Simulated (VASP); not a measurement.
# CdS (R3m) in VASP: further runs, part 2 of 2

VASP 6.6.1. The steps go on from the part before.

### Step 3. Single point, PBEsol, non-collinear spin, zero start, spin-orbit coupling (atom 1 moved by [-0.01, -0.01, -0.01] A)

File INCAR:

```
PREC     = Accurate       # precision mode
ENCUT    = 520            # plane-wave cutoff, eV
EDIFF    = 1E-6           # SCF threshold, eV
ISMEAR   = 0              # smearing method
SIGMA    = 0.01           # smearing width, eV
LREAL    = F              # projectors in reciprocal space
LASPH    = T              # aspherical terms in the spheres
NELM     = 150            # most SCF steps
ALGO     = Normal         # electronic algorithm
ISIF     = 2              # what is computed and relaxed
LWAVE    = F              # write WAVECAR
LCHARG   = F              # write CHGCAR
MAGMOM   = 0 0 0 0 0 0    # initial moments
LORBIT   = 11             # projections on sites
LSORBIT  = T              # spin-orbit coupling
GGA_COMPAT= F            
LORBMOM  = T            
GGA      = PS             # functional
NBANDS   = 30             # bands
```

File KPOINTS:

```
regular mesh
0
Gamma
  6 6 6
```

File POSCAR:

```
CdS
1.0
    0.0000000000      2.9122833951      2.9122833951
    2.9122833951      0.0000000000      2.9122833951
    2.9122833951      2.9122833951      0.0000000000
Cd S
1 1
Direct
   -0.0017168659     -0.0017168659     -0.0017168659
    0.7500000000      0.7500000000      0.7500000000
```

Potentials or basis: VASP PAW PBE potentials, release 64 (Cd, S).

Launch:

```sh
$ cat potpaw_PBE.64/Cd/POTCAR potpaw_PBE.64/S/POTCAR > POTCAR
$ mpirun -np 1 vasp_ncl > vasp.out
```

OUTCAR:

```text
PREC = Accurate
   ENCUT = 520
   EDIFF = 1E-6
   ISMEAR = 0
   LREAL = F
   LASPH = T
   NELM = 150
   ISIF = 2
   LORBIT = 11
   LSORBIT = T
   GGA = PS

 ion  position               nearest neighbor table
   1  0.998  0.998  0.998-   2 2.50   2 2.53   2 2.53   2 2.53
   2  0.750  0.750  0.750-   1 2.50   1 2.53   1 2.53   1 2.53

  LATTYP: Found a face centered cubic cell.
 ALAT       =     5.8245667902

  Lattice vectors:

 A1 = (   0.0000000000,   2.9122833951,   2.9122833951)
 A2 = (   2.9122833951,   0.0000000000,   2.9122833951)
 A3 = (   2.9122833951,   2.9122833951,   0.0000000000)

Analysis of symmetry for initial positions (statically):
=====================================================================
 Subroutine PRICEL returns:
 Original cell was already a primitive cell.

 Routine SETGRP: Setting up the symmetry group for a
 face centered cubic supercell.

 Subroutine GETGRP returns: Found  6 space group operations
 (whereof  6 operations were pure point group operations)
 out of a pool of 48 trial point group operations.

The static configuration has the point symmetry C_3v.

Analysis of symmetry for dynamics (positions and initial velocities):
=====================================================================
 Subroutine PRICEL returns:
 Original cell was already a primitive cell.

 Routine SETGRP: Setting up the symmetry group for a
 face centered cubic supercell.

 Subroutine GETGRP returns: Found  6 space group operations
 (whereof  6 operations were pure point group operations)
 out of a pool of 48 trial point group operations.

The dynamic configuration has the point symmetry C_3v.

Analysis of structural, dynamic, and magnetic symmetry:
=====================================================================
 Subroutine PRICEL returns:
 Original cell was already a primitive cell.

 Routine SETGRP: Setting up the symmetry group for a
 face centered cubic supercell.

 Subroutine GETGRP returns: Found  6 space group operations
 (whereof  6 operations were pure point group operations)
 out of a pool of 48 trial point group operations.

The overall configuration has the point symmetry C_3v.

 Subroutine INISYM returns: Found  6 space group operations
 (whereof  6 operations are pure point group operations),
 and found     1 'primitive' translations

----------------------------------------------------------------------------------------

                                     Primitive cell

  volume of cell :      49.4004

  direct lattice vectors                    reciprocal lattice vectors
     0.000000000  2.912283395  2.912283395    -0.171686588  0.171686588  0.171686588
     2.912283395  0.000000000  2.912283395     0.171686588 -0.171686588  0.171686588
     2.912283395  2.912283395  0.000000000     0.171686588  0.171686588 -0.171686588

  length of vectors
     4.118590675  4.118590675  4.118590675     0.297369894  0.297369894  0.297369894

  position of ions in fractional coordinates (direct lattice)
[... 145 lines left out ...]
      6      -6.7457      1.00000
[... 781 lines left out ...]
     29      13.8230      0.00000
     30      13.8251      0.00000

 [... further k-points ...]
[... 5 lines left out ...]
  --------------------------------------------------------------------------------------
  -------------------------------------------------------------------------------------
  Total        0.1117357      0.1117357      0.1117357      0.0690736      0.0690736      0.0690736
  in kB        3.6238617      3.6238617      3.6238617      2.2402258      2.2402258      2.2402258
  external PRESSURE =       3.6238617 kB  Pullay stress =       0.0000000 kB

 VOLUME and BASIS-vectors are now :
 -----------------------------------------------------------------------------
  energy-cutoff  :      520.00
  volume of cell :       49.40
      direct lattice vectors                 reciprocal lattice vectors
     0.000000000  2.912283395  2.912283395    -0.171686588  0.171686588  0.171686588
     2.912283395  0.000000000  2.912283395     0.171686588 -0.171686588  0.171686588
     2.912283395  2.912283395  0.000000000     0.171686588  0.171686588 -0.171686588

 POSITION                                       TOTAL-FORCE (eV/Angst)
 -----------------------------------------------------------------------------------
      5.81457      5.81457      5.81457         0.053133      0.053133      0.053133
      4.36843      4.36843      4.36843        -0.053133     -0.053133     -0.053133
 -----------------------------------------------------------------------------------
    total drift:                                0.000182      0.000182      0.000182

  FREE ENERGIE OF THE ION-ELECTRON SYSTEM (eV)
  ---------------------------------------------------
  free  energy   TOTEN  =        -6.8396115739 eV

  energy  without entropy=       -6.8396115739  energy(sigma->0) =       -6.83961157

 orbital moment (x)

 # of ion     p       d       tot
 ----------------------------------------
  1         0.000  -0.000  -0.000
  2        -0.000   0.000  -0.000
 ----------------------------------------
           -0.000  -0.000  -0.000

 orbital moment (y)

 # of ion     p       d       tot
 ----------------------------------------
  1        -0.000  -0.000  -0.000
  2         0.000   0.000   0.000
 ----------------------------------------
            0.000  -0.000  -0.000

 orbital moment (z)

 # of ion     p       d       tot
 ----------------------------------------
  1         0.000   0.000   0.000
  2         0.000   0.000   0.000
 ----------------------------------------
            0.000   0.000   0.000

 Spin-Orbit-Coupling matrix elements

 Ion:    1  E_soc:     -0.0576968
 l=   1
     0.0000000    -0.0025541    -0.0025541
    -0.0025541     0.0000000    -0.0025541
    -0.0025541    -0.0025541     0.0000000
 l=   2
     0.0000000    -0.0014417     0.0000000    -0.0014417    -0.0056203
    -0.0014417     0.0000000    -0.0042153    -0.0014417    -0.0014051
     0.0000000    -0.0042153     0.0000000    -0.0042153     0.0000000
    -0.0014417    -0.0014417    -0.0042153     0.0000000    -0.0014051
    -0.0056203    -0.0014051     0.0000000    -0.0014051     0.0000000
 l=   3
     0.0000000     0.0000000     0.0000000     0.0000000     0.0000000     0.0000000     0.0000000
     0.0000000     0.0000000     0.0000000     0.0000000     0.0000000     0.0000000     0.0000000
     0.0000000     0.0000000     0.0000000     0.0000000     0.0000000     0.0000000     0.0000000
     0.0000000     0.0000000     0.0000000     0.0000000     0.0000000     0.0000000     0.0000000
     0.0000000     0.0000000     0.0000000     0.0000000     0.0000000     0.0000000     0.0000000
     0.0000000     0.0000000     0.0000000     0.0000000     0.0000000     0.0000000     0.0000000
     0.0000000     0.0000000     0.0000000     0.0000000     0.0000000     0.0000000     0.0000000

 Ion:    2  E_soc:     -0.0021286
 l=   1
     0.0000000    -0.0003548    -0.0003548
    -0.0003548     0.0000000    -0.0003548
    -0.0003548    -0.0003548     0.0000000
 l=   2
     0.0000000     0.0000000     0.0000000     0.0000000     0.0000000
     0.0000000     0.0000000     0.0000000     0.0000000     0.0000000
     0.0000000     0.0000000     0.0000000     0.0000000     0.0000000
     0.0000000     0.0000000     0.0000000     0.0000000     0.0000000
     0.0000000     0.0000000     0.0000000     0.0000000     0.0000000
 l=   3
     0.0000000     0.0000000     0.0000000     0.0000000     0.0000000     0.0000000     0.0000000
     0.0000000     0.0000000     0.0000000     0.0000000     0.0000000     0.0000000     0.0000000
     0.0000000     0.0000000     0.0000000     0.0000000     0.0000000     0.0000000     0.0000000
     0.0000000     0.0000000     0.0000000     0.0000000     0.0000000     0.0000000     0.0000000
     0.0000000     0.0000000     0.0000000     0.0000000     0.0000000     0.0000000     0.0000000
     0.0000000     0.0000000     0.0000000     0.0000000     0.0000000     0.0000000     0.0000000
     0.0000000     0.0000000     0.0000000     0.0000000     0.0000000     0.0000000     0.0000000

 total charge

# of ion       s       p       d       tot
------------------------------------------
    1        0.432   0.335   9.560  10.327
    2        1.317   2.377   0.000   3.694
--------------------------------------------------
tot          1.749   2.712   9.560  14.022

 magnetization (x)

# of ion       s       p       d       tot
------------------------------------------
    1        0.000   0.000   0.000   0.000
    2        0.000   0.000   0.000   0.000
--------------------------------------------------
tot          0.000   0.000   0.000   0.000

 magnetization (y)

# of ion       s       p       d       tot
------------------------------------------
    1        0.000   0.000   0.000   0.000
    2        0.000   0.000   0.000   0.000
--------------------------------------------------
tot          0.000   0.000   0.000   0.000

 magnetization (z)

# of ion       s       p       d       tot
------------------------------------------
    1        0.000   0.000   0.000   0.000
    2        0.000   0.000   0.000   0.000
--------------------------------------------------
tot          0.000   0.000   0.000   0.000
```

It took 3.6 min on 1 thread of Intel Xeon 8259CL, shared host; peak memory 0.37 GiB.

Results:

```yaml
Free_energy: -6.8396 eV
Pressure: 0.4 GPa
Largest_force: 0.092 eV/Å
Net_moment: 0.00 μB per cell
Valence_electrons_inside_the_program's_atomic_spheres: Cd 10.33; S 3.69
```

Forces on the atoms (eV/Å):
```
Cd   0.053  0.053  0.053
S   -0.053 -0.053 -0.053
```

Moments on the atoms (μB; x, y, z):
```
Cd  0.00 0.00 0.00
S   0.00 0.00 0.00
```

Caveat: the cell differs from its parent crystal (atom 1 moved by [-0.01, -0.01, -0.01] A); the PAW data sets were made with another functional, which shifts forces and pressure a little.
